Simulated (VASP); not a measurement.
Write the native input for VASP 6.6.1 that does the following.

* Task: single point
* Functional: HSE06
* Potentials or basis: VASP PAW PBE potentials, release 64 (Na_pv, I)
* Cutoff: 520 eV
* k mesh: 4 × 4 × 4
* Occupations: gaussian, width 0.01 eV
* Spin: no spin polarisation
* Dipole correction: no
* Grid for exact exchange (PRECFOCK): Normal
* Further INCAR settings: ALGO = Normal; EDIFF = 1e-06; NBANDS = 14
* Share of exact exchange: 0.25
* Screening parameter: 0.2079 1/Å

The system is NaI.

```
Na I
1.0
     4.26034    0.00000    0.00000
     0.00000    4.04054    0.00000
     0.00000    0.00000    4.04054
Na I
1 1
Direct
  0.00000 0.00000 0.00000
  0.50000 0.50000 0.50000
```

This cell differs from its parent crystal: uniaxial x strain +5.4%.

These files were run (other wordings do the same):

POSCAR

```
NaI
1.0
    4.2603417203      0.0000000000      0.0000000000
    0.0000000000      4.0405365329      0.0000000000
    0.0000000000      0.0000000000      4.0405365329
Na I
1 1
Direct
    0.0000000000      0.0000000000      0.0000000000
    0.5000000000      0.5000000000      0.5000000000
```

INCAR.step1

```
  PREC = Accurate
  ENCUT = 520
  EDIFF = 1E-5
  ISMEAR = 0
  SIGMA = 0.01
  LREAL = False
  LASPH = True
  NELM = 80
  ALGO = Normal
  ISIF = 2
  LWAVE = True
  GGA = PE
  NBANDS = 14
```

INCAR.step2

```
  PREC = Accurate
  ENCUT = 520
  EDIFF = 1E-6
  ISMEAR = 0
  SIGMA = 0.01
  LREAL = False
  LASPH = True
  NELM = 80
  ALGO = Normal
  ISIF = 2
  LWAVE = False
  LCHARG = True
  GGA = PE
  LHFCALC = True
  HFSCREEN = 0.2079
  PRECFOCK = Normal
  LELF = True
  LVHAR = True
  ISTART = 1
  NBANDS = 14
```

KPOINTS

```
regular mesh
0
Gamma
  4 4 4
```

Potentials or basis: VASP PAW PBE potentials, release 64 (Na_pv, I).

Launch:

```bash
$ cat potpaw_PBE.64/Na_pv/POTCAR potpaw_PBE.64/I/POTCAR > POTCAR
$ cp INCAR.step1 INCAR
$ mpirun -np 1 vasp_std > vasp.out
$ cp INCAR.step2 INCAR
$ mpirun -np 1 vasp_std > vasp.out
```

Results of the run:

- Pressure: -0.6 GPa
- Band gap on the k mesh: 2.99 eV (least direct gap 3.57 eV)

Caveat: the cell differs from its parent crystal (uniaxial x strain +5.4%); the PAW data sets were made with another functional, which shifts forces and pressure a little; spin-orbit coupling is left out, which moves the levels of the heavy elements.

Run time: 3.2 min on 1 thread of Intel(R) Xeon(R) 6975P-C (Granite Rapids) (shared host), peak memory 0.29 GiB.
